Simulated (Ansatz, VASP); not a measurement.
**One calculation of ZnO, two programs**

```xyz
4
Lattice="3.2208 0.0000 0.0000 -1.6104 2.7893 0.0000 0.0000 0.0000 6.9849" Properties=species:S:1:pos:R:3 pbc="T T T"
Zn    0.0000    0.0000    1.7462
Zn    0.0000    0.0000    5.2387
O     1.6104    0.9298    5.2387
O     0.0000    1.8596    1.7462
```

Change from the starting cell: volume scaled by 0.94.

Alike in both runs: task single point; functional LDA; k mesh 9 × 9 × 4; occupations fermi-dirac, width 0.05 eV; no spin polarisation.

```csv
,VASP,Ansatz
version,VASP 6.6.1,Ansatz 0.2.0
potentials or method,"VASP PAW LDA potentials, release 64 (Zn, O), cutoff 520 eV","all-electron LAPW, scalar-relativistic"
```

```csv
,VASP,Ansatz,Ansatz less VASP
gap on the k mesh at the Fermi level (eV),0.76,0.76,+0.002
least direct gap on the mesh (eV),0.76,0.76,+0.002
pressure (GPa),-1.8,-2.7,-0.85
"traceless stress, the component that is largest in VASP (GPa)",-0.07,0.87,+0.942
```

LDA's correlation is that of Perdew and Zunger in VASP and of Perdew and Wang (1992) in Ansatz. Ansatz ran all-electron here, and VASP with PAW potentials.
